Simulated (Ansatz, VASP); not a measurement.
**Two plane-wave programs on LiCl**

File INCAR:

```
  PREC = Accurate
  ENCUT = 520
  EDIFF = 1E-6
  ISMEAR = 0
  SIGMA = 0.05
  LREAL = False
  LASPH = True
  NELM = 60
  ALGO = Normal
  ISIF = 2
  LWAVE = False
  LCHARG = False
  GGA = PE
  NBANDS = 12
```

Contents of KPOINTS:

```
regular mesh
0
Gamma
  8 8 8
```

POSCAR

```
LiCl
1.0
   -0.1226194028      2.5049392283      2.5049392283
    2.5049392283     -0.1226194028      2.5049392283
    2.5049392283      2.5049392283     -0.1226194028
Li Cl
1 1
Direct
    0.0000000000      0.0000000000      0.0000000000
    0.5000000000      0.5000000000      0.5000000000
```

Input for Ansatz:

```yaml
crystal:
  lattice:
    - [-0.1226194028, 2.5049392283, 2.5049392283]
    - [2.5049392283, -0.1226194028, 2.5049392283]
    - [2.5049392283, 2.5049392283, -0.1226194028]
  atoms:
    - { symbol: Li, position: [0.0, 0.0, 0.0] }
    - { symbol: Cl, position: [0.5, 0.5, 0.5] }
basis:
  ecutwfc: 420
kpoints:
  mp_grid: { grid: [8, 8, 8] }
hamiltonian:
  xc: pbe
scf:
  occupations: { method: gaussian, width: 0.05 }
output:
  forces: true
  stress: true
  eigenvalues: true
```

Alike in both runs: task single point; functional PBE; k mesh 8 × 8 × 8; occupations gaussian, width 0.05 eV; no spin polarisation.

|  | VASP | Ansatz |
| --- | --- | --- |
| version | VASP 6.6.1 | Ansatz 0.2.0 |
| potentials or method | VASP PAW PBE potentials, release 64 (Li_sv, Cl), cutoff 520 eV | scalar-relativistic, plane waves, PAW |
| valence electrons in the cell | 10 | 10 |

VASP gave:

| Quantity | Value |
| --- | --- |
| gap on the k mesh at the Fermi level (eV) | 6.04 |
| least direct gap on the mesh (eV) | 6.04 |

Estimate Ansatz's values.

gap on the k mesh at the Fermi level (eV): 6.02; least direct gap on the mesh (eV): 6.02.

Noted on VASP's run: the cutoff is short for stress, so the pressure is rough.
